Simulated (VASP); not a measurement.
# TaH4 (C2/c) in VASP: single point with PBE

Aim: the single point of TaH4 with PBE.

Program: VASP 6.6.1. These are calculated values, not measurements. Logs are shortened: lines on timing, memory, paths and dates and some standing lists are left out, and cuts for length are marked.

### Step 1. The cell of the first run

Symmetry: C2/c, No. 15, monoclinic system. The conventional cell has a = 9.018 Å, b = 4.367 Å, c = 4.349 Å, α = 90.00°, β = 111.26°, γ = 90.00°. Ta (site symmetry 2) has 8 H at 1.90 to 1.91 Å within 2.5 Å. Within 2.5 Å of H (site symmetry 1) lie 2 Ta at 1.90 to 1.91 Å and 7 H at 2.17 to 2.32 Å. Within 2.5 Å of H (site symmetry 1) lie 2 Ta at 1.90 to 1.91 Å and 7 H at 2.17 to 2.32 Å.

The cell was generated, and may not be a known phase.

### Step 2. Single point, PBE

INCAR

```
SYSTEM = TaH4
ALGO = Normal
EDIFF = 1E-7
ENCUT = 520
GGA = PE
ISIF = 2
ISMEAR = 0
LASPH = .TRUE.
LCHARG = .FALSE.
LREAL = .FALSE.
LWAVE = .FALSE.
NBANDS = 26
NELM = 80
PREC = Accurate
SIGMA = 0.15
```

KPOINTS

```
k-points
0
G
  3 3 3
  0 0 0
```

POSCAR

```
TaH4
1.0
    4.4289556903     -2.1834437030      0.8465236752
    4.4289556903      2.1834437030      0.8465236752
    0.7883273019      0.0000000000      4.2770911793
Ta H
2 8
Direct
    0.7498745658      0.2501254342      0.7500000000
    0.2501254342      0.7498745658      0.2500000000
    0.5642523276      0.6873771596      0.8450206299
    0.3126228404      0.4357476724      0.6549793701
    0.4357476724      0.3126228404      0.1549793701
    0.6873771596      0.5642523276      0.3450206299
    0.8132455623     -0.0630573789      0.5309481817
    1.0630573789      0.1867544377      0.9690518183
    0.1867544377      1.0630573789      0.4690518183
   -0.0630573789      0.8132455623      0.0309481817
```

Potentials or basis: VASP PAW PBE potentials, release 64 (Ta_pv, H).

Launch:

```bash
$ cat potpaw_PBE.64/Ta_pv/POTCAR potpaw_PBE.64/H/POTCAR > POTCAR
$ mpirun -np 1 vasp_std > vasp.out
```

OUTCAR:

```text
SYSTEM = TaH4
   EDIFF = 1E-7
   ENCUT = 520
   GGA = PE
   ISIF = 2
   ISMEAR = 0
   LASPH = .TRUE.
   LREAL = .FALSE.
   NELM = 80
   PREC = Accurate

 ion  position               nearest neighbor table
   1  0.750  0.250  0.750-   5 1.90   6 1.90   9 1.90  10 1.90   7 1.91   8 1.91   3 1.91   4 1.91
                             2 3.08   2 3.08   2 3.08   2 3.08
   2  0.250  0.750  0.250-   3 1.90   4 1.90   7 1.90   8 1.90   9 1.91  10 1.91   5 1.91   6 1.91
                             1 3.08   1 3.08   1 3.08   1 3.08
   3  0.564  0.687  0.845-   2 1.90   1 1.91
   4  0.313  0.436  0.655-   2 1.90   1 1.91
   5  0.436  0.313  0.155-   1 1.90   2 1.91
   6  0.687  0.564  0.345-   1 1.90   2 1.91
   7  0.813  0.937  0.531-   2 1.90   1 1.91
   8  0.063  0.187  0.969-   2 1.90   1 1.91
   9  0.187  0.063  0.469-   1 1.90   2 1.91
  10  0.937  0.813  0.031-   1 1.90   2 1.91

  LATTYP: Found a base centered monoclinic cell.
 ALAT       =     9.0182594417
 B/A-ratio  =     0.4842272984
 C/A-ratio  =     0.4822587216
 COS(beta)  =    -0.3626635217

  Lattice vectors:

 A1 = (  -4.4289556903,   2.1834437030,  -0.8465236752)
 A2 = (  -4.4289556903,  -2.1834437030,  -0.8465236752)
 A3 = (   0.7883273019,   0.0000000000,   4.2770911793)

Analysis of symmetry for initial positions (statically):
=====================================================================
 Subroutine PRICEL returns:
 Original cell was already a primitive cell.

 Routine SETGRP: Setting up the symmetry group for a
 base centered monoclinic supercell.

 Subroutine GETGRP returns: Found  4 space group operations
 (whereof  2 operations were pure point group operations)
 out of a pool of  4 trial point group operations.

The static configuration has the point symmetry S_2 .
 The point group associated with its full space group is C_2h.

Analysis of symmetry for dynamics (positions and initial velocities):
=====================================================================
 Subroutine PRICEL returns:
 Original cell was already a primitive cell.

 Routine SETGRP: Setting up the symmetry group for a
 base centered monoclinic supercell.

 Subroutine GETGRP returns: Found  4 space group operations
 (whereof  2 operations were pure point group operations)
 out of a pool of  4 trial point group operations.

The dynamic configuration has the point symmetry S_2 .
 The point group associated with its full space group is C_2h.

 Subroutine INISYM returns: Found  4 space group operations
 (whereof  2 operations are pure point group operations),
 and found     1 'primitive' translations

----------------------------------------------------------------------------------------

                                     Primitive cell

  volume of cell :      79.8080

  direct lattice vectors                    reciprocal lattice vectors
     4.428955690 -2.183443703  0.846523675     0.117015735 -0.228996058 -0.021567625
     4.428955690  2.183443703  0.846523675     0.117015735  0.228996058 -0.021567625
     0.788327302  0.000000000  4.277091179    -0.046319606  0.000000000  0.242341107

  length of vectors
     5.009957809  5.009957809  4.349134269     0.258064021  0.258064021  0.246728024

  position of ions in fractional coordinates (direct lattice)
     0.749874566  0.250125434  0.750000000
     0.250125434  0.749874566  0.250000000
     0.564252328  0.687377160  0.845020630
     0.312622840  0.435747672  0.654979370
     0.435747672  0.312622840  0.154979370
     0.687377160  0.564252328  0.345020630
     0.813245562  0.936942621  0.530948182
     0.063057379  0.186754438  0.969051818
     0.186754438  0.063057379  0.469051818
     0.936942621  0.813245562  0.030948182

  ion indices of the primitive-cell ions
   primitive index   ion index
                 1           1
                 2           2
                 3           3
                 4           4
                 5           5
                 6           6
                 7           7
                 8           8
                 9           9
                10          10

----------------------------------------------------------------------------------------

 KPOINTS: k-points

Automatic generation of k-mesh.
 Grid dimensions read from file:
 generate k-points for:    3    3    3

 Generating k-lattice:

  Cartesian coordinates                     Fractional coordinates (reciprocal lattice)
     0.039005245 -0.076332019 -0.007189208     0.333333333  0.000000000  0.000000000
     0.039005245  0.076332019 -0.007189208     0.000000000  0.333333333  0.000000000
    -0.015439869  0.000000000  0.080780369    -0.000000000 -0.000000000  0.333333333

  Length of vectors
     0.086021340  0.086021340  0.082242675

  Shift w.r.t. Gamma in fractional coordinates (k-lattice)
     0.000000000  0.000000000  0.000000000

 Subroutine IBZKPT returns following result:
 ===========================================

 Found     10 irreducible k-points:

 Following reciprocal coordinates:
            Coordinates               Weight
  0.000000  0.000000  0.000000      1.000000
  0.333333 -0.000000 -0.000000      4.000000
  0.333333  0.333333 -0.000000      2.000000
 -0.333333  0.333333  0.000000      2.000000
  0.000000  0.000000  0.333333      2.000000
  0.333333 -0.000000  0.333333      4.000000
 -0.333333  0.000000  0.333333      4.000000
  0.333333  0.333333  0.333333      2.000000
 -0.333333  0.333333  0.333333      4.000000
 -0.333333 -0.333333  0.333333      2.000000
   k-points           NKPTS =     10   k-points in BZ     NKDIM =     10   number of bands    NBANDS=     26
   number of dos      NEDOS =    301   number of ions     NIONS =     10
   total plane-waves  NPLWV =  51200
   dimension x,y,z NGX =    40 NGY =   40 NGZ =   32
   dimension x,y,z NGXF=    80 NGYF=   80 NGZF=   64
   ions per type =               2   8
   NGX,Y,Z   is equivalent  to a cutoff of  13.27, 13.27, 12.23 a.u.
   NGXF,Y,Z  is equivalent  to a cutoff of  26.55, 26.55, 24.46 a.u.
 SYSTEM =  TaH4
   PREC   = accura    normal or accurate (medium, high low for compatibility)
   ISTART =      0    job   : 0-new  1-cont  2-samecut
   ICHARG =      2    charge: 1-file 2-atom 10-const
   ISPIN  =      1    spin polarized calculation?
   LNONCOLLINEAR =      F non collinear calculations
   LSORBIT =      F    spin-orbit coupling
   LASPH  =      T    aspherical Exc in radial PAW
   ENCUT  =  520.0 eV  38.22 Ry    6.18 a.u.   9.32  9.32  8.09*2*pi/ulx,y,z
   NELM   =     80;   NELMIN=  2; NELMDL= -5     # of ELM steps
   EDIFF  = 0.1E-06   stopping-criterion for ELM
   LREAL  =      F    real-space projection
   EDIFFG = 0.1E-05   stopping-criterion for IOM
   NSW    =      0    number of steps for IOM
   IBRION =     -1    ionic relax: 0-MD 1-quasi-New 2-CG
   NFREE  =      0    steps in history (QN), initial steepest desc. (CG)
   ISIF   =      2    stress and relaxation
   ISYM   =      2    0-nonsym 1-usesym 2-fastsym
   POTIM  = 0.5000    time-step for ionic-motion
   TEBEG  =    0.0;   TEEND  =   0.0 temperature during run
   PSTRESS=    0.0 pullay stress
   NELECT =      30.0000    total number of electrons
   NUPDOWN=      -1.0000    fix difference up-down
   EMIN   =  10.00;   EMAX   =-10.00  energy-range for DOS
   EFERMI =   0.00;   METHOD = LEGACY
   ISMEAR =     0;   SIGMA  =   0.15  broadening in eV -4-tet -1-fermi 0-gaus
   EFERMI_NEDOS =   21; number of points for ismear=-14 and -15
   IALGO  =     38    algorithm
   IMIX   =      4    mixing-type and parameters
     AMIX     =   0.40;   BMIX     =  1.00
     AMIX_MAG =   1.60;   BMIX_MAG =  1.00
  volume/ion in A,a.u.               =       7.98        53.86
  Fermi-wavevector in a.u.,A,eV,Ry     =   1.181498  2.232708 18.992899  1.395939
  Thomas-Fermi vector in A             =   2.317771
   LORBIT       =      0    0 simple, 1 ext, 2 COOP (PROOUT), +10 PAW based schemes
   GGA     = PE    functional components
   LHFCALC =     F    Hartree Fock is set to
   AEXX    =    0.0000 exact exchange contribution
   IVDW    =     0    specifies the selected vdW correction
   LEPSILON=     F    determine dielectric tensor
   LRPA    =     F    only Hartree local field effects (RPA)
 non-spin polarized calculation
 Gauss-broadening in eV      SIGMA  =   0.15
  energy-cutoff  :      520.00
  volume of cell :       79.81
 maximum number of plane-waves:      2167
 NGX is ok and might be reduce to    40
   NGX = 19   NGY = 19   NGZ = 17

 number of electron      30.0000003 magnetization

 Free energy of the ion-electron system (eV)
  ---------------------------------------------------
  ext. energy  EPLUGINS =         0.00000000
  ---------------------------------------------------
  free energy    TOTEN  =       -49.47841247 eV

  energy without entropy =      -49.42904212  energy(sigma->0) =      -49.45372730

 E-fermi :   2.0693     XC(G=0): -10.1653

 val. band max:        1.9981055686   @ k =   0.3333   0.3333  -0.0000
 cond. band min:       2.0708851693   @ k =   0.3333  -0.0000  -0.0000
 fundamental gap:      0.0727796007
 Fermi energy:         2.0692565526

 k-point     1 :       0.0000    0.0000    0.0000
  band No.  band energies     occupation
      1     -33.0190      2.00000
      2     -33.0107      2.00000
      3     -32.8878      2.00000
      4     -32.7819      2.00000
      5     -32.6285      2.00000
      6     -32.6164      2.00000
[... 18 lines left out ...]
     25       9.4603      0.00000
     26      10.0970      0.00000

 k-point     2 :       0.3333   -0.0000   -0.0000
  band No.  band energies     occupation
      1     -32.9239      2.00000
      2     -32.9209      2.00000
      3     -32.8615      2.00000
      4     -32.8089      2.00000
      5     -32.7283      2.00000
      6     -32.7241      2.00000
[... 18 lines left out ...]
     25      10.1751      0.00000
[... 202 lines left out ...]
     25      10.9466      0.00000
     26      11.1869      0.00000

 k-point    10 :      -0.3333   -0.3333    0.3333
  band No.  band energies     occupation
      1     -32.9310      2.00000
      2     -32.9157      2.00000
      3     -32.8694      2.00000
      4     -32.8024      2.00000
      5     -32.7350      2.00000
      6     -32.7167      2.00000
[... 18 lines left out ...]
     25      10.2705      0.00000
     26      12.3573      0.00000

------------------------ aborting loop because EDIFF is reached ----------------------------------------

  FORCE on cell =-STRESS in cart. coord.  units (eV):
  Direction    XX          YY          ZZ          XY          YZ          ZX
  --------------------------------------------------------------------------------------
  -------------------------------------------------------------------------------------
  Total       -0.1747327      0.0412915      0.2683738      0.0000000      0.0000000      0.0469683
  in kB       -3.5078296      0.8289437      5.3877139      0.0000000      0.0000000      0.9429078
  external PRESSURE =       0.9029426 kB  Pullay stress =       0.0000000 kB

 VOLUME and BASIS-vectors are now :
 -----------------------------------------------------------------------------
  energy-cutoff  :      520.00
  volume of cell :       79.81
      direct lattice vectors                 reciprocal lattice vectors
     4.428955690 -2.183443703  0.846523675     0.117015735 -0.228996058 -0.021567625
     4.428955690  2.183443703  0.846523675     0.117015735  0.228996058 -0.021567625
     0.788327302  0.000000000  4.277091179    -0.046319606  0.000000000  0.242341107

 POSITION                                       TOTAL-FORCE (eV/Angst)
 -----------------------------------------------------------------------------------
      5.02020     -1.09117      4.05434        -0.000000      0.076518      0.000000
      4.62604      1.09117      1.91580        -0.000000     -0.076518      0.000000
      6.20956      0.26884      4.67376        -0.026013     -0.014763     -0.000486
      3.83084      0.26884      3.43492         0.026013     -0.014763      0.000486
      3.43667     -0.26884      1.29637         0.026013      0.014763      0.000486
      5.81540     -0.26884      2.53522        -0.026013      0.014763     -0.000486
      8.17007      0.27009      3.75249         0.007742      0.007412     -0.004614
      1.87034      0.27009      4.35619        -0.007742      0.007412      0.004614
      1.47617     -0.27009      2.21765        -0.007742     -0.007412      0.004614
      7.77590     -0.27009      1.61394         0.007742     -0.007412     -0.004614
 -----------------------------------------------------------------------------------
    total drift:                                0.000000     -0.000000      0.000000

  FREE ENERGIE OF THE ION-ELECTRON SYSTEM (eV)
  ---------------------------------------------------
  free  energy   TOTEN  =       -49.4784124673 eV

  energy  without entropy=      -49.4290421246  energy(sigma->0) =      -49.45372730
```

Run time: 14 s. Hardware: 1 thread of Intel Xeon 6975P-C (Granite Rapids), shared host; peak memory 0.21 GiB.

What came out:

* Free energy: -49.4784 eV
* Pressure: 0.1 GPa
* Largest force: 0.077 eV/Å
* Band gap on the k mesh: zero (bands 15 and 16 overlap by 0.18 eV)

Forces on the atoms (eV/Å):
```
Ta   0.000  0.077  0.000
Ta   0.000 -0.077  0.000
H   -0.026 -0.015  0.000
H    0.026 -0.015  0.000
H    0.026  0.015  0.000
H   -0.026  0.015  0.000
H    0.008  0.007 -0.005
H   -0.008  0.007  0.005
H   -0.008 -0.007  0.005
H    0.008 -0.007 -0.005
```

Levels at points of the mesh, in eV from the Fermi level:
```
           k point  band 13  band 14  band 15  band 16  band 17  band 18
(0.00, 0.00, 0.00)    -2.00    -1.91    -1.78     1.87     1.89     1.90
```

Caveat: the k points lie up to 0.54 Å⁻¹ apart; spin-orbit coupling is left out, which moves the levels of the heavy elements.

The gap in the log of VASP goes by the Fermi energy; the results here count the filled bands.